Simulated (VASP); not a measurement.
# NaCl (R3m) in VASP: a series of runs

NaCl is run at these levels: PBE, r2SCAN; tasks: single point.

All numbers are computed with VASP 6.6.1; they aren't measurements. Logs are shortened: lines on timing, memory, paths and dates and some standing lists are left out, and cuts for length are marked.

## (1) The cell of the first run

The structure is trigonal, space group R3m (No. 160). The conventional cell has a = 4.220 Å, b = 4.220 Å, c = 11.089 Å, α = 90.00°, β = 90.00°, γ = 120.00°. Na (site symmetry 3m) has 4 Cl at 2.65 to 2.66 Å within 3.5 Å. Cl (site symmetry 3m) has 4 Na at 2.65 to 2.66 Å within 3.5 Å.

## (2) Single point, PBE (epitaxial 111 strain -3.3%)

Contents of INCAR:

```
SYSTEM = NaCl
PREC = Accurate ; ENCUT = 520
EDIFF = 1E-6 ; ISMEAR = -1
SIGMA = 0.02 ; LREAL = .FALSE.
LASPH = .TRUE. ; NELM = 100
ALGO = Normal ; ISIF = 2
LWAVE = .FALSE. ; LCHARG = .FALSE.
GGA = PE ; NBANDS = 14
```

Contents of KPOINTS:

```
Automatic mesh
0
G
  8 8 8
  0 0 0
```

Contents of POSCAR:

```
NaCl
1.0
    0.1446729538      3.1288308212      3.1288308212
    3.1288308212      0.1446729538      3.1288308212
    3.1288308212      3.1288308212      0.1446729538
Na Cl
1 1
Direct
    0.0051298763      0.0051298763      0.0051298763
    0.2448701237      0.2448701237      0.2448701237
```

Potentials or basis: VASP PAW PBE potentials, release 64 (Na_pv, Cl).

Started as:

```sh
$ cat potpaw_PBE.64/Na_pv/POTCAR potpaw_PBE.64/Cl/POTCAR > POTCAR
$ mpirun -np 1 vasp_std > vasp.out
```

OUTCAR:

```text
SYSTEM = NaCl
   PREC = Accurate
   ENCUT = 520
   EDIFF = 1E-6
   ISMEAR = -1
   LREAL = .FALSE.
   LASPH = .TRUE.
   NELM = 100
   ISIF = 2
   GGA = PE

 ion  position               nearest neighbor table
   1  0.005  0.005  0.005-   2 2.65   2 2.65   2 2.65   2 2.66
   2  0.245  0.245  0.245-   1 2.65   1 2.65   1 2.65   1 2.66

  LATTYP: Found a trigonal (rhomboedric) cell.
 ALAT       =     4.4271994397
 COS(alpha) =     0.5456553536

  Lattice vectors:

 A1 = (   0.1446729538,   3.1288308212,   3.1288308212)
 A2 = (   3.1288308212,   0.1446729538,   3.1288308212)
 A3 = (   3.1288308212,   3.1288308212,   0.1446729538)

Analysis of symmetry for initial positions (statically):
=====================================================================
 Subroutine PRICEL returns:
 Original cell was already a primitive cell.

 Routine SETGRP: Setting up the symmetry group for a
 trigonal (rhombohedral) supercell.

 Subroutine GETGRP returns: Found  6 space group operations
 (whereof  6 operations were pure point group operations)
 out of a pool of 12 trial point group operations.

The static configuration has the point symmetry C_3v.

Analysis of symmetry for dynamics (positions and initial velocities):
=====================================================================
 Subroutine PRICEL returns:
 Original cell was already a primitive cell.

 Routine SETGRP: Setting up the symmetry group for a
 trigonal (rhombohedral) supercell.

 Subroutine GETGRP returns: Found  6 space group operations
 (whereof  6 operations were pure point group operations)
 out of a pool of 12 trial point group operations.

The dynamic configuration has the point symmetry C_3v.

 Subroutine INISYM returns: Found  6 space group operations
 (whereof  6 operations are pure point group operations),
 and found     1 'primitive' translations

----------------------------------------------------------------------------------------

                                     Primitive cell

  volume of cell :      57.0141

  direct lattice vectors                    reciprocal lattice vectors
     0.144672954  3.128830821  3.128830821    -0.171337602  0.163765313  0.163765313
     3.128830821  0.144672954  3.128830821     0.163765313 -0.171337602  0.163765313
     3.128830821  3.128830821  0.144672954     0.163765313  0.163765313 -0.171337602

  length of vectors
     4.427199440  4.427199440  4.427199440     0.288088058  0.288088058  0.288088058

  position of ions in fractional coordinates (direct lattice)
     0.005129876  0.005129876  0.005129876
     0.244870124  0.244870124  0.244870124

  ion indices of the primitive-cell ions
   primitive index   ion index
                 1           1
                 2           2

----------------------------------------------------------------------------------------

 KPOINTS: Automatic mesh

Automatic generation of k-mesh.
 Grid dimensions read from file:
 generate k-points for:    8    8    8

 Generating k-lattice:

  Cartesian coordinates                     Fractional coordinates (reciprocal lattice)
    -0.021417200  0.020470664  0.020470664     0.125000000  0.000000000 -0.000000000
     0.020470664 -0.021417200  0.020470664     0.000000000  0.125000000 -0.000000000
     0.020470664  0.020470664 -0.021417200     0.000000000  0.000000000  0.125000000

  Length of vectors
     0.036011007  0.036011007  0.036011007

  Shift w.r.t. Gamma in fractional coordinates (k-lattice)
     0.000000000  0.000000000  0.000000000

 Subroutine IBZKPT returns following result:
 ===========================================

 Found     65 irreducible k-points:

 Following reciprocal coordinates:
            Coordinates               Weight
  0.000000  0.000000  0.000000      1.000000
  0.125000  0.000000  0.000000      6.000000
  0.250000  0.000000  0.000000      6.000000
  0.375000  0.000000 -0.000000      6.000000
  0.500000  0.000000  0.000000      3.000000
  0.125000  0.125000  0.000000      6.000000
[... 16 lines left out ...]
  0.250000  0.125000  0.125000      6.000000
  0.375000  0.125000  0.125000      6.000000
 [... further k-points ...]
   k-points           NKPTS =     65   k-points in BZ     NKDIM =     65   number of bands    NBANDS=     14
   number of dos      NEDOS =    301   number of ions     NIONS =      2
   total plane-waves  NPLWV =  46656
   dimension x,y,z NGX =    36 NGY =   36 NGZ =   36
   dimension x,y,z NGXF=    72 NGYF=   72 NGZF=   72
   ions per type =               1   1
   NGX,Y,Z   is equivalent  to a cutoff of  13.52, 13.52, 13.52 a.u.
   NGXF,Y,Z  is equivalent  to a cutoff of  27.04, 27.04, 27.04 a.u.
 SYSTEM =  NaCl
   PREC   = accura    normal or accurate (medium, high low for compatibility)
   ISTART =      0    job   : 0-new  1-cont  2-samecut
   ICHARG =      2    charge: 1-file 2-atom 10-const
   ISPIN  =      1    spin polarized calculation?
   LNONCOLLINEAR =      F non collinear calculations
   LSORBIT =      F    spin-orbit coupling
   LASPH  =      T    aspherical Exc in radial PAW
   ENCUT  =  520.0 eV  38.22 Ry    6.18 a.u.   8.23  8.23  8.23*2*pi/ulx,y,z
   NELM   =    100;   NELMIN=  2; NELMDL= -5     # of ELM steps
   EDIFF  = 0.1E-05   stopping-criterion for ELM
   LREAL  =      F    real-space projection
   EDIFFG = 0.1E-04   stopping-criterion for IOM
   NSW    =      0    number of steps for IOM
   IBRION =     -1    ionic relax: 0-MD 1-quasi-New 2-CG
   NFREE  =      0    steps in history (QN), initial steepest desc. (CG)
   ISIF   =      2    stress and relaxation
   ISYM   =      2    0-nonsym 1-usesym 2-fastsym
   POTIM  = 0.5000    time-step for ionic-motion
   TEBEG  =    0.0;   TEEND  =   0.0 temperature during run
   PSTRESS=    0.0 pullay stress
   NELECT =      14.0000    total number of electrons
   NUPDOWN=      -1.0000    fix difference up-down
   EMIN   =  10.00;   EMAX   =-10.00  energy-range for DOS
   EFERMI =   0.00;   METHOD = LEGACY
   ISMEAR =    -1;   SIGMA  =   0.02  broadening in eV -4-tet -1-fermi 0-gaus
   EFERMI_NEDOS =   21; number of points for ismear=-14 and -15
   IALGO  =     38    algorithm
   IMIX   =      4    mixing-type and parameters
     AMIX     =   0.40;   BMIX     =  1.00
     AMIX_MAG =   1.60;   BMIX_MAG =  1.00
  volume/ion in A,a.u.               =      28.51       192.37
  Fermi-wavevector in a.u.,A,eV,Ry     =   1.025157  1.937265 14.298988  1.050946
  Thomas-Fermi vector in A             =   2.158982
   LORBIT       =      0    0 simple, 1 ext, 2 COOP (PROOUT), +10 PAW based schemes
   GGA     = PE    functional components
   LHFCALC =     F    Hartree Fock is set to
   AEXX    =    0.0000 exact exchange contribution
   IVDW    =     0    specifies the selected vdW correction
   LEPSILON=     F    determine dielectric tensor
   LRPA    =     F    only Hartree local field effects (RPA)
 non-spin polarized calculation
  energy-cutoff  :      520.00
  volume of cell :       57.01
 maximum number of plane-waves:      1554
 NGX is ok and might be reduce to    36
   NGX = 17   NGY = 17   NGZ = 17

 number of electron      13.9999998 magnetization

 Free energy of the ion-electron system (eV)
  ---------------------------------------------------
  ext. energy  EPLUGINS =         0.00000000
  ---------------------------------------------------
  free energy    TOTEN  =        -6.61940513 eV

  energy without entropy =       -6.61940513  energy(sigma->0) =       -6.61940513

 E-fermi :  -1.7301     XC(G=0):  -6.9788

 val. band max:       -2.1893940768   @ k =   0.0000   0.0000   0.0000
 cond. band min:       2.7253556506   @ k =   0.0000   0.0000   0.0000
 fundamental gap:      4.9147497275
 Fermi energy:        -1.7301447404

 k-point     1 :       0.0000    0.0000    0.0000
  band No.  band energies     occupation
      1     -22.8163      2.00000
      2     -22.8163      2.00000
      3     -22.8078      2.00000
      4     -14.4177      2.00000
      5      -2.3891      2.00000
      6      -2.1894      2.00000
      7      -2.1894      2.00000
      8       2.7254      0.00000
      9       8.5448      0.00000
     10       9.3302      0.00000
     11       9.3302      0.00000
     12      10.8572      0.00000
     13      10.8572      0.00000
     14      13.0069      0.00000

 k-point     2 :       0.1250    0.0000    0.0000
  band No.  band energies     occupation
      1     -22.8187      2.00000
      2     -22.8166      2.00000
      3     -22.8081      2.00000
      4     -14.3932      2.00000
      5      -2.4545      2.00000
      6      -2.3489      2.00000
      7      -2.2108      2.00000
      8       3.1023      0.00000
      9       8.6097      0.00000
     10       8.9582      0.00000
     11       9.4445      0.00000
     12      10.3650      0.00000
     13      10.5321      0.00000
     14      12.6358      0.00000

 k-point     3 :       0.2500    0.0000    0.0000
  band No.  band energies     occupation
      1     -22.8247      2.00000
      2     -22.8175      2.00000
      3     -22.8087      2.00000
      4     -14.3332      2.00000
      5      -2.8618      2.00000
      6      -2.4052      2.00000
      7      -2.2613      2.00000
      8       3.9803      0.00000
      9       8.0112      0.00000
     10       8.6719      0.00000
     11       9.2170      0.00000
     12      10.3304      0.00000
     13      10.8375      0.00000
     14      11.8888      0.00000

 k-point     4 :       0.3750    0.0000   -0.0000
  band No.  band energies     occupation
      1     -22.8307      2.00000
      2     -22.8183      2.00000
      3     -22.8093      2.00000
      4     -14.2722      2.00000
      5      -3.2269      2.00000
      6      -2.4314      2.00000
      7      -2.3105      2.00000
      8       4.9115      0.00000
      9       7.2540      0.00000
     10       8.2870      0.00000
     11       8.8016      0.00000
     12      11.3050      0.00000
     13      11.8357      0.00000
     14      12.0242      0.00000

 k-point     5 :       0.5000    0.0000    0.0000
  band No.  band energies     occupation
      1     -22.8331      2.00000
      2     -22.8186      2.00000
      3     -22.8095      2.00000
      4     -14.2467      2.00000
      5      -3.3644      2.00000
      6      -2.4415      2.00000
      7      -2.3305      2.00000
      8       5.3908      0.00000
      9       6.8564      0.00000
     10       8.1237      0.00000
     11       8.6431      0.00000
[... 276 lines left out ...]
 k-point    22 :       0.1250    0.1250    0.1250
  band No.  band energies     occupation
      1     -22.8165      2.00000
      2     -22.8165      2.00000
      3     -22.8101      2.00000
      4     -14.3978      2.00000
      5      -2.5758      2.00000
      6      -2.1988      2.00000
      7      -2.1988      2.00000
      8       3.0756      0.00000
      9       8.2374      0.00000
     10       9.3933      0.00000
     11       9.3933      0.00000
     12      10.6116      0.00000
     13      10.6116      0.00000
     14      12.5950      0.00000

 k-point    23 :       0.2500    0.1250    0.1250
  band No.  band energies     occupation
      1     -22.8195      2.00000
      2     -22.8168      2.00000
      3     -22.8111      2.00000
      4     -14.3637      2.00000
      5      -2.7268      2.00000
      6      -2.3534      2.00000
      7      -2.2095      2.00000
      8       3.6088      0.00000
      9       8.0793      0.00000
     10       8.8732      0.00000
     11       9.6949      0.00000
     12       9.8405      0.00000
     13      10.8998      0.00000
     14      12.9427      0.00000

 k-point    24 :       0.3750    0.1250    0.1250
  band No.  band energies     occupation
      1     -22.8258      2.00000
      2     -22.8176      2.00000
      3     -22.8114      2.00000
      4     -14.3036      2.00000
      5      -2.9877      2.00000
      6      -2.5260      2.00000
      7      -2.2604      2.00000
      8       4.5101      0.00000
      9       7.7794      0.00000
     10       8.0818      0.00000
     11       9.1947      0.00000
     12      10.5538      0.00000
     13      11.5656      0.00000
     14      12.4438      0.00000

 [... further k-points ...]

------------------------ aborting loop because EDIFF is reached ----------------------------------------

  FORCE on cell =-STRESS in cart. coord.  units (eV):
  Direction    XX          YY          ZZ          XY          YZ          ZX
  --------------------------------------------------------------------------------------
  -------------------------------------------------------------------------------------
  Total        0.4518380      0.4518380      0.4518380     -0.1007074     -0.1007074     -0.1007074
  in kB       12.6973004     12.6973004     12.6973004     -2.8300231     -2.8300231     -2.8300231
  external PRESSURE =      12.6973004 kB  Pullay stress =       0.0000000 kB

 VOLUME and BASIS-vectors are now :
 -----------------------------------------------------------------------------
  energy-cutoff  :      520.00
  volume of cell :       57.01
      direct lattice vectors                 reciprocal lattice vectors
     0.144672954  3.128830821  3.128830821    -0.171337602  0.163765313  0.163765313
     3.128830821  0.144672954  3.128830821     0.163765313 -0.171337602  0.163765313
     3.128830821  3.128830821  0.144672954     0.163765313  0.163765313 -0.171337602

 POSITION                                       TOTAL-FORCE (eV/Angst)
 -----------------------------------------------------------------------------------
      0.03284      0.03284      0.03284         0.003035      0.003035      0.003035
      1.56774      1.56774      1.56774        -0.003035     -0.003035     -0.003035
 -----------------------------------------------------------------------------------
    total drift:                               -0.000252     -0.000252     -0.000252

  FREE ENERGIE OF THE ION-ELECTRON SYSTEM (eV)
  ---------------------------------------------------
  free  energy   TOTEN  =        -6.6194051295 eV

  energy  without entropy=       -6.6194051295  energy(sigma->0) =       -6.61940513
```

It took 34 s on 1 thread of Intel Xeon Platinum 8488C (Sapphire Rapids), shared host; peak memory 0.21 GiB.

What came out:

* Free energy: -6.6194 eV
* Pressure: 1.3 GPa
* Largest force: 0.005 eV/Å
* Band gap on the k mesh: 4.91 eV, direct

Forces in eV/Å, atoms in the order of the input:
```
Na   0.003  0.003  0.003
Cl  -0.003 -0.003 -0.003
```

Caveat: the cell differs from its parent crystal (epitaxial 111 strain -3.3%).

## (3) Single point, r2SCAN (epitaxial 111 strain -3.3%)

POSCAR is that of step 2.

Contents of INCAR.step1:

```
PREC = Accurate ; ENCUT = 520
ISMEAR = 0 ; SIGMA = 0.01
LREAL = F ; LASPH = T
NELM = 80 ; NBANDS = 14
GGA = PE ; ALGO = Normal
EDIFF = 1E-4 ; LWAVE = T
LCHARG = F
```

Contents of INCAR.step2:

```
PREC = Accurate ; ENCUT = 520
EDIFF = 1E-6 ; ISMEAR = 0
SIGMA = 0.01 ; LREAL = F
LASPH = T ; NELM = 80
ALGO = Normal ; ISIF = 2
LWAVE = F ; LCHARG = F
METAGGA = R2SCAN ; LMIXTAU = T
NBANDS = 14 ; ISTART = 1
```

Contents of KPOINTS:

```
Automatic mesh
0
Gamma
  8 8 8
```

Potentials or basis: VASP PAW PBE potentials, release 64 (Na_pv, Cl).

Started as:

```sh
$ cat potpaw_PBE.64/Na_pv/POTCAR potpaw_PBE.64/Cl/POTCAR > POTCAR
$ cp INCAR.step1 INCAR
$ mpirun -np 1 vasp_std > vasp.out
$ cp INCAR.step2 INCAR
$ mpirun -np 1 vasp_std > vasp.out
```

Run time: 2.1 min. Hardware: 1 thread of Intel Xeon Platinum 8488C (Sapphire Rapids), shared host; peak memory 0.23 GiB.

The run converged. Its results:

```yaml
Free_energy: -13.5522 eV
Pressure: 0.4 GPa
Largest_force: 0.007 eV/Å
Band_gap_on_the_k_mesh: 5.54 eV, direct
```

Forces in eV/Å, atoms in the order of the input:
```
Na  -0.004 -0.004 -0.004
Cl   0.004  0.004  0.004
```

Stress tensor (GPa, compression positive):
```
 0.40 -0.30 -0.30
-0.30  0.40 -0.30
-0.30 -0.30  0.40
```

Levels at points of the mesh, in eV from the valence-band top:
```
           k point  band 5  band 6  band 7  band 8  band 9  band 10
(0.00, 0.00, 0.00)   -0.21    0.00    0.00    5.54   11.55    12.37
(0.50, 0.00, 0.00)   -1.16   -0.25   -0.14    8.34    9.59    10.99
(0.50, 0.50, 0.00)   -1.07   -0.47   -0.30    7.41    9.78    11.73
(0.50, 0.50, 0.50)   -1.22   -0.06   -0.06    8.37    9.24    11.68
```

Caveat: the cell differs from its parent crystal (epitaxial 111 strain -3.3%); the PAW data sets were made with another functional, which shifts forces and pressure a little.
